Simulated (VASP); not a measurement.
# In3SbAs2 (P3m1) in VASP: a series of runs

Runs on In3SbAs2. Level: PBE. Tasks: relaxation of cell and atoms, relaxation of shape and atoms at fixed volume.

Program: VASP 6.6.1. These are calculated values, not measurements. Logs are shortened: lines on timing, memory, paths and dates and some standing lists are left out, and cuts for length are marked.

### 1 The cell of the first run

It takes space group P3m1 (No. 156, trigonal). The conventional cell has a = 4.481 Å, b = 4.481 Å, c = 10.991 Å, α = 90.00°, β = 90.00°, γ = 120.00°. Within 3.5 Å of In (site symmetry 3m) lie 4 As at 2.69 to 2.72 Å. Within 3.6 Å of In (site symmetry 3m) lie 3 As at 2.72 Å and 1 Sb at 2.87 Å. Within 3.5 Å of In (site symmetry 3m) lie 1 As at 2.67 Å and 3 Sb at 2.80 Å. Sb (site symmetry 3m) has 4 In at 2.80 to 2.87 Å within 3.7 Å. Within 3.5 Å of As (site symmetry 3m) lie 4 In at 2.69 to 2.72 Å. As (site symmetry 3m) has 4 In at 2.67 to 2.72 Å within 3.5 Å.

### 2 Relaxation of cell and atoms, PBE

INCAR reads:

```
  ALGO = Fast
  EDIFF = 1E-6
  EDIFFG = -0.01
  ENCUT = 600
  GGA = PE
  IBRION = 2
  ISIF = 3
  ISMEAR = 0
  LASPH = T
  LCHARG = F
  LREAL = F
  LWAVE = F
  NELM = 100
  NSW = 100
  PREC = Accurate
  SIGMA = 0.1
```

KPOINTS reads:

```
k-points
0
Gamma
  12 12 4
```

POSCAR reads:

```
In3SbAs2
1.0
    4.4810053000      0.0000000000      0.0000000000
   -2.2405026000      3.8806644000      0.0000000000
    0.0000000000      0.0000000000     10.9911255000
In Sb As
3 1 2
Direct
    0.0000000000      0.0000000000      0.0002480000
    0.3333333000      0.6666667000      0.6789540000
    0.6666667000      0.3333333000      0.3199500000
    0.3333333000      0.6666667000      0.4182060000
    0.0000000000      0.0000000000      0.7558660000
    0.6666667000      0.3333333000      0.0767750000
```

Potentials or basis: VASP PAW PBE potentials, release 64 (In_d, Sb, As).

Command:

```bash
$ cat potpaw_PBE.64/In_d/POTCAR potpaw_PBE.64/Sb/POTCAR potpaw_PBE.64/As/POTCAR > POTCAR
$ mpirun -np 1 vasp_std > vasp.out
```

OUTCAR:

```text
EDIFF = 1E-6
   EDIFFG = -0.01
   ENCUT = 600
   GGA = PE
   IBRION = 2
   ISIF = 3
   ISMEAR = 0
   LASPH = T
   LREAL = F
   NELM = 100
   NSW = 100
   PREC = Accurate

 ion  position               nearest neighbor table
   1  0.000  0.000  0.000-   5 2.69   6 2.72   6 2.72   6 2.72
   2  0.333  0.667  0.679-   5 2.72   5 2.72   5 2.72   4 2.87
   3  0.667  0.333  0.320-   6 2.67   4 2.80   4 2.80   4 2.80
   4  0.333  0.667  0.418-   3 2.80   3 2.80   3 2.80   2 2.87
   5  0.000  0.000  0.756-   1 2.69   2 2.72   2 2.72   2 2.72
   6  0.667  0.333  0.077-   3 2.67   1 2.72   1 2.72   1 2.72

  LATTYP: Found a hexagonal cell.
 ALAT       =     4.4810053000
 C/A-ratio  =     2.4528258201

  Lattice vectors:

 A1 = (   4.4810053000,   0.0000000000,   0.0000000000)
 A2 = (  -2.2405026000,   3.8806644000,   0.0000000000)
 A3 = (   0.0000000000,   0.0000000000,  10.9911255000)

Analysis of symmetry for initial positions (statically):
=====================================================================
 Subroutine PRICEL returns:
 Original cell was already a primitive cell.

 Routine SETGRP: Setting up the symmetry group for a
 hexagonal supercell.

 Subroutine GETGRP returns: Found  6 space group operations
 (whereof  6 operations were pure point group operations)
 out of a pool of 24 trial point group operations.

The static configuration has the point symmetry C_3v.

Analysis of symmetry for dynamics (positions and initial velocities):
=====================================================================
 Subroutine PRICEL returns:
 Original cell was already a primitive cell.

 Routine SETGRP: Setting up the symmetry group for a
 hexagonal supercell.

 Subroutine GETGRP returns: Found  6 space group operations
 (whereof  6 operations were pure point group operations)
 out of a pool of 24 trial point group operations.

The dynamic configuration has the point symmetry C_3v.

 Subroutine INISYM returns: Found  6 space group operations
 (whereof  6 operations are pure point group operations),
 and found     1 'primitive' translations

----------------------------------------------------------------------------------------

                                     Primitive cell

  volume of cell :     191.1277

  direct lattice vectors                    reciprocal lattice vectors
     4.481005300  0.000000000  0.000000000     0.223164208  0.128843914  0.000000000
    -2.240502600  3.880664400  0.000000000     0.000000000  0.257687833  0.000000000
[... 103 lines left out ...]
   PSTRESS=    0.0 pullay stress
   NELECT =      54.0000    total number of electrons
   NUPDOWN=      -1.0000    fix difference up-down
   EMIN   =  10.00;   EMAX   =-10.00  energy-range for DOS
   EFERMI =   0.00;   METHOD = LEGACY
   ISMEAR =     0;   SIGMA  =   0.10  broadening in eV -4-tet -1-fermi 0-gaus
   EFERMI_NEDOS =   21; number of points for ismear=-14 and -15
   IALGO  =     68    algorithm
   IMIX   =      4    mixing-type and parameters
     AMIX     =   0.40;   BMIX     =  1.00
     AMIX_MAG =   1.60;   BMIX_MAG =  1.00
  volume/ion in A,a.u.               =      31.85       214.97
  Fermi-wavevector in a.u.,A,eV,Ry     =   1.074232  2.030005 15.700782  1.153975
  Thomas-Fermi vector in A             =   2.210055
   LORBIT       =      0    0 simple, 1 ext, 2 COOP (PROOUT), +10 PAW based schemes
   GGA     = PE    functional components
   LHFCALC =     F    Hartree Fock is set to
   AEXX    =    0.0000 exact exchange contribution
   IVDW    =     0    specifies the selected vdW correction
   LEPSILON=     F    determine dielectric tensor
   LRPA    =     F    only Hartree local field effects (RPA)
 conjugate gradient relaxation of ions
 non-spin polarized calculation
 RMM-DIIS sequential band-by-band and
 Gauss-broadening in eV      SIGMA  =   0.10
  energy-cutoff  :      600.00
  volume of cell :      191.13
 maximum number of plane-waves:      6426
   NGX = 17   NGY = 17   NGZ = 43

--------------------------------------- Ionic step        1  -------------------------------------------

 number of electron      53.9999998 magnetization

 Free energy of the ion-electron system (eV)
  ---------------------------------------------------
  ext. energy  EPLUGINS =         0.00000000
  ---------------------------------------------------
  free energy    TOTEN  =       -22.26317076 eV

  energy without entropy =      -22.26229747  energy(sigma->0) =      -22.26273412

------------------------ aborting loop because EDIFF is reached ----------------------------------------

  FORCE on cell =-STRESS in cart. coord.  units (eV):
  Direction    XX          YY          ZZ          XY          YZ          ZX
  --------------------------------------------------------------------------------------
  -------------------------------------------------------------------------------------
  Total        0.0563363      0.0563363      0.0716757      0.0000000     -0.0000000      0.0000000
  in kB        0.4722537      0.4722537      0.6008403      0.0000000     -0.0000000      0.0000000
  external PRESSURE =       0.5151159 kB  Pullay stress =       0.0000000 kB
[... 107 lines left out ...]
--------------------------------------- Ionic step        4  -------------------------------------------

 number of electron      53.9999997 magnetization

 Free energy of the ion-electron system (eV)
  ---------------------------------------------------
  ext. energy  EPLUGINS =         0.00000000
  ---------------------------------------------------
  free energy    TOTEN  =       -22.26318366 eV

  energy without entropy =      -22.26231508  energy(sigma->0) =      -22.26274937

 E-fermi :   4.3326     XC(G=0):  -8.6479

 val. band max:        4.2997726996   @ k =   0.0000   0.0000   0.0000
 cond. band min:       4.3911450358   @ k =   0.0000   0.0000   0.2500
 fundamental gap:      0.0913723361
 Fermi energy:         4.3326469672

 k-point     1 :       0.0000    0.0000    0.0000
  band No.  band energies     occupation
      1     -10.4348      2.00000
      2     -10.3891      2.00000
      3     -10.3693      2.00000
      4     -10.3693      2.00000
      5     -10.3407      2.00000
      6     -10.3407      2.00000
[... 829 lines left out ...]
     31       6.8899      0.00000
     32       7.9007      0.00000

 [... further k-points ...]

------------------------ aborting loop because EDIFF is reached ----------------------------------------

  FORCE on cell =-STRESS in cart. coord.  units (eV):
  Direction    XX          YY          ZZ          XY          YZ          ZX
  --------------------------------------------------------------------------------------
  -------------------------------------------------------------------------------------
  Total        0.0055388      0.0055388      0.0037473      0.0000000     -0.0000000      0.0000000
  in kB        0.0463897      0.0463897      0.0313850      0.0000000     -0.0000000      0.0000000
  external PRESSURE =       0.0413881 kB  Pullay stress =       0.0000000 kB
[... 21 lines left out ...]
  FREE ENERGIE OF THE ION-ELECTRON SYSTEM (eV)
  ---------------------------------------------------
  free  energy   TOTEN  =       -22.2631836578 eV

  energy  without entropy=      -22.2623150817  energy(sigma->0) =      -22.26274937

 reached required accuracy - stopping structural energy minimisation
```

It took 29 min on 1 thread of Oxide Virtual Turin-like, shared host; peak memory 0.68 GiB.

Results:

| Item | Value |
| --- | --- |
| Free energy | -22.2632 eV |
| Relaxed volume | 31.88 Å³/atom |
| Relaxed cell | a = 4.482 Å, b = 4.482 Å, c = 10.995 Å, α = 90.00°, β = 90.00°, γ = 120.00° |
| Space group after relaxing (to 0.1 Å) | P3m1 (No. 156) |
| Energy gained by relaxing | 0.0 meV/atom |
| Ionic steps | 4 |
| Pressure after relaxing | 0.0 GPa |
| Largest force after relaxing | 0.007 eV/Å |
| Band gap on the k mesh | zero (filled and empty bands touch) |

Forces on the atoms (eV/Å):
```
In   0.000  0.000  0.002
In   0.000  0.000 -0.004
In   0.000  0.000  0.007
Sb   0.000  0.000 -0.006
As   0.000  0.000 -0.001
As   0.000  0.000  0.002
```

Final structure:
```
CELL_PARAMETERS angstrom
4.48221 0.00000 0.00000
-2.24111 3.88171 0.00000
0.00000 0.00000 10.99489
ATOMIC_POSITIONS crystal
In 0.00000 0.00000 0.00026
In 0.33333 0.66667 0.67894
In 0.66667 0.33333 0.31998
Sb 0.33333 0.66667 0.41818
As 0.00000 0.00000 0.75586
As 0.66667 0.33333 0.07677
```

Levels at points of the mesh, in eV from the Fermi level:
```
           k point  band 25  band 26  band 27  band 28  band 29  band 30
(0.00, 0.00, 0.00)    -0.95    -0.35    -0.03    -0.03     0.15     1.17
(0.50, 0.00, 0.00)    -2.25    -1.73    -1.26     1.21     1.45     1.46
(0.00, 0.00, 0.50)    -0.83    -0.13    -0.13     0.12     0.31     1.40
(0.50, 0.00, 0.50)    -2.00    -1.19    -1.07     0.34     1.41     1.80
```

Caveat: semilocal functionals underestimate gaps, and a narrow one can read as zero; spin-orbit coupling is left out, which moves the levels of the heavy elements.

### 3 Relaxation of shape and atoms at fixed volume, PBE (35.04 Å³/atom)

This run uses another cell than the first one, of 35.04 Å³/atom.

INCAR reads:

```
ALGO     = Fast           # electronic algorithm
EDIFF    = 1E-7           # SCF threshold, eV
EDIFFG   = -0.01          # ionic threshold
ENCUT    = 600            # plane-wave cutoff, eV
GGA      = PE             # functional
IBRION   = 2              # ionic algorithm
ISIF     = 4              # what is computed and relaxed
ISMEAR   = 0              # smearing method
LASPH    = T              # aspherical terms in the spheres
LCHARG   = F              # write CHGCAR
LREAL    = F              # projectors in reciprocal space
LWAVE    = F              # write WAVECAR
NELM     = 80             # most SCF steps
NSW      = 50             # ionic steps
PREC     = Accurate       # precision mode
SIGMA    = 0.1            # smearing width, eV
```

KPOINTS is that of step 2.

POSCAR reads:

```
In3SbAs2
1.0
    4.6269196409     -0.0000000298      0.0000000000
   -2.3134597946      4.0070299652      0.0000000000
    0.0000000000      0.0000000000     11.3397074564
In Sb As
3 1 2
Direct
    0.0000000000      0.0000000000      0.0002621715
    0.3333333333      0.6666666667      0.6786489895
    0.6666666667      0.3333333333      0.3203851923
    0.3333333333      0.6666666667      0.4172017784
    0.0000000000      0.0000000000      0.7560666640
    0.6666666667      0.3333333333      0.0774342043
```

Potentials or basis: VASP PAW PBE potentials, release 64 (In_d, Sb, As).

Command:

```bash
$ cat potpaw_PBE.64/In_d/POTCAR potpaw_PBE.64/Sb/POTCAR potpaw_PBE.64/As/POTCAR > POTCAR
$ mpirun -np 1 vasp_std > vasp.out
```

OUTCAR:

```text
EDIFF = 1E-7
   EDIFFG = -0.01
   ENCUT = 600
   GGA = PE
   IBRION = 2
   ISIF = 4
   ISMEAR = 0
   LASPH = T
   LREAL = F
   NELM = 80
   NSW = 50
   PREC = Accurate

 ion  position               nearest neighbor table
   1  0.000  0.000  0.000-   5 2.77   6 2.81   6 2.81   6 2.81
   2  0.333  0.667  0.679-   5 2.81   5 2.81   5 2.81   4 2.96
   3  0.667  0.333  0.320-   6 2.75   4 2.89   4 2.89   4 2.89
   4  0.333  0.667  0.417-   3 2.89   3 2.89   3 2.89   2 2.96
   5  0.000  0.000  0.756-   1 2.77   2 2.81   2 2.81   2 2.81
   6  0.667  0.333  0.077-   3 2.75   1 2.81   1 2.81   1 2.81

  LATTYP: Found a hexagonal cell.
 ALAT       =     4.6269196409
 C/A-ratio  =     2.4508114116

  Lattice vectors:

 A1 = (   4.6269196409,  -0.0000000298,   0.0000000000)
 A2 = (  -2.3134597946,   4.0070299652,   0.0000000000)
 A3 = (   0.0000000000,   0.0000000000,  11.3397074564)

Analysis of symmetry for initial positions (statically):
=====================================================================
 Subroutine PRICEL returns:
 Original cell was already a primitive cell.

 Routine SETGRP: Setting up the symmetry group for a
 hexagonal supercell.

[... 183 lines left out ...]
  --------------------------------------------------------------------------------------
  -------------------------------------------------------------------------------------
  Total       -4.2807431     -4.2807431     -4.3150875     -0.0000000      0.0000000      0.0000000
  in kB      -32.6222076    -32.6222076    -32.8839361     -0.0000000      0.0000000      0.0000000
  external PRESSURE =     -32.7094504 kB  Pullay stress =       0.0000000 kB
[... 147 lines left out ...]
--------------------------------------- Ionic step        5  -------------------------------------------

 number of electron      54.0000004 magnetization

 Free energy of the ion-electron system (eV)
  ---------------------------------------------------
  ext. energy  EPLUGINS =         0.00000000
  ---------------------------------------------------
  free energy    TOTEN  =       -22.05257073 eV

  energy without entropy =      -22.05089989  energy(sigma->0) =      -22.05173531

 E-fermi :   3.4093     XC(G=0):  -8.2520

 val. band max:        3.3955715040   @ k =   0.0000   0.0000   0.0000
 cond. band min:       3.4169427063   @ k =   0.0000   0.0000   0.2500
 fundamental gap:      0.0213712022
 Fermi energy:         3.4093103684

 k-point     1 :       0.0000    0.0000    0.0000
  band No.  band energies     occupation
      1     -11.1304      2.00000
      2     -11.0899      2.00000
      3     -11.0899      2.00000
      4     -11.0891      2.00000
      5     -11.0507      2.00000
      6     -11.0507      2.00000
[... 829 lines left out ...]
     31       6.0143      0.00000
     32       6.9742      0.00000

 [... further k-points ...]

------------------------ aborting loop because EDIFF is reached ----------------------------------------

  FORCE on cell =-STRESS in cart. coord.  units (eV):
  Direction    XX          YY          ZZ          XY          YZ          ZX
  --------------------------------------------------------------------------------------
  -------------------------------------------------------------------------------------
  Total       -4.2764689     -4.2764689     -4.2750375     -0.0000000     -0.0000000     -0.0000000
  in kB      -32.5896355    -32.5896355    -32.5787273     -0.0000000     -0.0000000     -0.0000000
  external PRESSURE =     -32.5859994 kB  Pullay stress =       0.0000000 kB
[... 21 lines left out ...]
  FREE ENERGIE OF THE ION-ELECTRON SYSTEM (eV)
  ---------------------------------------------------
  free  energy   TOTEN  =       -22.0525707334 eV

  energy  without entropy=      -22.0508998861  energy(sigma->0) =      -22.05173531

 reached required accuracy - stopping structural energy minimisation
```

OSZICAR:

```text
N       E                     dE             d eps       ncg     rms          rms(c)
DAV:   1     0.491102677116E+03    0.49110E+03   -0.25629E+04  4416   0.191E+03
DAV:   2     0.329668312437E+02   -0.45814E+03   -0.45212E+03  4520   0.453E+02
DAV:   3    -0.201029402839E+02   -0.53070E+02   -0.52280E+02  5536   0.170E+02
DAV:   4    -0.224787256860E+02   -0.23758E+01   -0.23705E+01  5112   0.392E+01
[... 55 lines left out ...]
RMM:   4    -0.220525708775E+02   -0.60333E-06   -0.80826E-06  5933   0.209E-02    0.923E-03
RMM:   5    -0.220525710259E+02   -0.14833E-06   -0.16034E-06  4375   0.842E-03    0.121E-02
RMM:   6    -0.220525709087E+02    0.11715E-06   -0.47209E-07  3444   0.437E-03    0.143E-02
RMM:   7    -0.220525707858E+02    0.12287E-06   -0.19466E-07  2570   0.453E-03    0.142E-02
RMM:   8    -0.220525707334E+02    0.52401E-07   -0.10000E-07  2552   0.240E-03
   5 F= -.22052571E+02 E0= -.22051735E+02  d E =-.198944E-04
```

CONTCAR:

```text
In3SbAs2
   1.00000000000000
     4.6276229027681657   -0.0000000298105885    0.0000000000000000
    -2.3138114255354019    4.0076390078458157   -0.0000000000000000
    -0.0000000000000000   -0.0000000000000000   11.3362611177360240
  In              Sb              As
     3     1     2
Direct
     0.0000000000000000    0.0000000000000000    0.0000977415101110
     0.3333333332999970    0.6666666667000030    0.6786277424200712
     0.6666666667000030    0.3333333332999970    0.3205716623582949
     0.3333333332999970    0.6666666667000030    0.4166858792004739
     1.0000000000000000    1.0000000000000000    0.7562474663290523
     0.6666666667000030    0.3333333332999970    0.0777685081819923

  0.00000000E+00  0.00000000E+00  0.00000000E+00
  0.00000000E+00  0.00000000E+00  0.00000000E+00
  0.00000000E+00  0.00000000E+00  0.00000000E+00
  0.00000000E+00  0.00000000E+00  0.00000000E+00
  0.00000000E+00  0.00000000E+00  0.00000000E+00
  0.00000000E+00  0.00000000E+00  0.00000000E+00
```

It took 1.5 h on 1 thread of Oxide Virtual Turin-like, shared host; peak memory 0.76 GiB.

What came out:

```
Free energy                  : -22.0526 eV
Energy gained by relaxing    : 0.0 meV/atom
Ionic steps                  : 5
Pressure after relaxing      : -3.3 GPa
Largest force after relaxing : 0.007 eV/Å
Band gap on the k mesh       : zero (filled and empty bands touch)
```

Forces in eV/Å, atoms in the order of the input:
```
In   0.000  0.000  0.007
In   0.000  0.000 -0.007
In   0.000  0.000  0.000
Sb   0.000  0.000 -0.003
As   0.000  0.000 -0.002
As   0.000  0.000  0.004
```

The path:
```tsv
step	energy change (eV)	largest force (eV/Å)	pressure (GPa)	volume (Å³)
1	0.0000	0.0441	-3.27	210.24
2	-0.0002	0.0289	-3.27	210.24
3	-0.0002	0.0112	-3.26	210.24
4	-0.0002	0.0140	-3.26	210.24
5	-0.0003	0.0074	-3.26	210.24
```

Final structure:
```
In Sb As
1.0
     4.62762    0.00000    0.00000
    -2.31381    4.00764    0.00000
     0.00000    0.00000   11.33626
In Sb As
3 1 2
Direct
  0.00000 0.00000 0.00010
  0.33333 0.66667 0.67863
  0.66667 0.33333 0.32057
  0.33333 0.66667 0.41669
  0.00000 0.00000 0.75625
  0.66667 0.33333 0.07777
```

Caveat: semilocal functionals underestimate gaps, and a narrow one can read as zero; spin-orbit coupling is left out, which moves the levels of the heavy elements.

The gap in the log of VASP goes by the Fermi energy; the results here count the filled bands.